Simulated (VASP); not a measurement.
Here is a VASP 6.6.1 calculation.

INCAR

```
PREC     = Accurate       # precision mode
ENCUT    = 600            # plane-wave cutoff, eV
EDIFF    = 1E-6           # SCF threshold, eV
ISMEAR   = 0              # smearing method
SIGMA    = 0.02           # smearing width, eV
LREAL    = F              # projectors in reciprocal space
LASPH    = T              # aspherical terms in the spheres
NELM     = 100            # most SCF steps
ALGO     = Normal         # electronic algorithm
ISIF     = 3              # what is computed and relaxed
LWAVE    = F              # write WAVECAR
LCHARG   = F              # write CHGCAR
GGA      = PE             # functional
IVDW     = 12             # dispersion correction
IBRION   = 2              # ionic algorithm
NSW      = 100            # ionic steps
EDIFFG   = -0.005         # ionic threshold
```

File KPOINTS:

```
regular mesh
0
Gamma
  12 12 2
```

File POSCAR:

```
Te2Mo
1.0
    3.5182000000      0.0000000000      0.0000000000
   -1.7591000000      3.0468505756      0.0000000000
    0.0000000000      0.0000000000     13.9736000000
Te Mo
4 2
Direct
    0.3333333333      0.6666666667      0.6210000000
    0.6666666667      0.3333333333      0.1210000000
    0.3333333333      0.6666666667      0.8790000000
    0.6666666667      0.3333333333      0.3790000000
    0.3333333333      0.6666666667      0.2500000000
    0.6666666667      0.3333333333      0.7500000000
```

Potentials or basis: VASP PAW PBE potentials, release 64 (Te, Mo_sv).

The run is started by

```sh
$ cat potpaw_PBE.64/Te/POTCAR potpaw_PBE.64/Mo_sv/POTCAR > POTCAR
$ mpirun -np 1 vasp_std > vasp.out
```

(1) What does it give for the space group after relaxing (to 0.05 Å)?

(2) Predict the relaxed cell.

## Answers

(1) P6_3/mmc (No. 194).

(2) a = 3.496 Å, b = 3.496 Å, c = 13.694 Å, α = 90.00°, β = 90.00°, γ = 120.00°.
